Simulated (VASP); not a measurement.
**SnO: single point with PBEsol+D3(BJ)**

The system is SnO.

```
Sn O
1.0
     3.89705    0.00000    0.00000
     0.00000    3.89705    0.00000
     0.00000    0.00000    4.59420
Sn O
2 2
Direct
  0.00000 0.50000 0.23850
  0.50000 0.00000 0.76150
  0.00000 0.00000 0.00000
  0.50000 0.50000 0.00000
```

This cell differs from its parent crystal: strain +0.025 along x and y, -0.050 along z.

```yaml
Program: VASP 6.6.1
Task: single point
Functional: PBEsol
Dispersion: D3(BJ)
Potentials_or_basis: VASP PAW PBE potentials, release 64 (Sn_d, O)
Cutoff: 520 eV
k_mesh: 12 × 12 × 10
Occupations: gaussian, width 0.15 eV
Spin: no spin polarisation
Dipole_correction: no
Further_INCAR_settings: ALGO = Normal; EDIFF = 1e-06; NBANDS = 28
```

```yaml
Pressure: -2.9 GPa
Largest_force: 0.428 eV/Å
Band_gap_on_the_k_mesh: 0.33 eV, indirect (least direct gap 1.76 eV)
Dispersion_energy_per_atom: -0.216 eV
```

Forces in eV/Å, atoms in the order of the input:
```
Sn   0.000  0.000  0.428
Sn   0.000  0.000 -0.428
O    0.000  0.000  0.000
O    0.000  0.000  0.000
```

Stress tensor (GPa, compression positive):
```
-4.46  0.00  0.00
 0.00 -4.46  0.00
 0.00  0.00  0.13
```

Levels at points of the mesh, in eV from the valence-band top:
```
           k point  band 18  band 19  band 20  band 21  band 22  band 23
(0.00, 0.00, 0.00)    -3.10    -3.10    -0.10     2.13     4.81     4.81
(0.50, 0.00, 0.00)    -4.56    -2.25    -2.25     3.60     3.60     5.99
(0.50, 0.50, 0.00)    -2.42    -1.43    -1.43     0.33     0.33     5.01
(0.00, 0.00, 0.50)    -3.12    -2.73    -1.48     1.36     2.99     2.99
(0.50, 0.00, 0.50)    -4.65    -1.29    -1.29     2.97     2.97     5.40
(0.50, 0.50, 0.50)    -2.47    -2.42    -2.42     2.82     2.82     4.56
```

It took 2.6 min on 1 thread of Intel(R) Xeon(R) 6975P-C (Granite Rapids), on a shared host, peak memory 0.37 GiB.

Caveat: the cell differs from its parent crystal (strain +0.025 along x and y, -0.050 along z); the PAW data sets were made with another functional, which shifts forces and pressure a little; spin-orbit coupling is left out, which moves the levels of the heavy elements. A k mesh can miss the band edges.
